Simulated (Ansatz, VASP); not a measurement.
## One calculation of Rb, two programs

```
Rb
1.0
     4.97566    0.00000    0.00000
    -2.48783    4.30905    0.00000
     0.00000    0.00000    8.12526
Rb
2
Direct
  0.33333 0.66667 0.25000
  0.66667 0.33333 0.75000
```

Alike in both runs: task relaxation of cell and atoms; functional BLYP; k mesh 7 × 7 × 4; occupations fermi-dirac, width 0.1 eV; no spin polarisation.

|  | VASP | Ansatz |
| --- | --- | --- |
| version | VASP 6.6.1 | Ansatz 0.2.0 |
| potentials or method | VASP PAW PBE potentials, release 64 (Rb_sv), cutoff 600 eV | plane waves (420 eV) with PAW, scalar-relativistic |
| valence electrons in the cell | 18 | 18 |

```tsv
	VASP	Ansatz	Ansatz less VASP
relaxed volume (Å³/atom)	96.19	95.68	-0.509
relaxed cell length with the largest relative difference (Å)	5.134	5.120	-0.0138
```

VASP's potentials were made for PBE, not for BLYP.
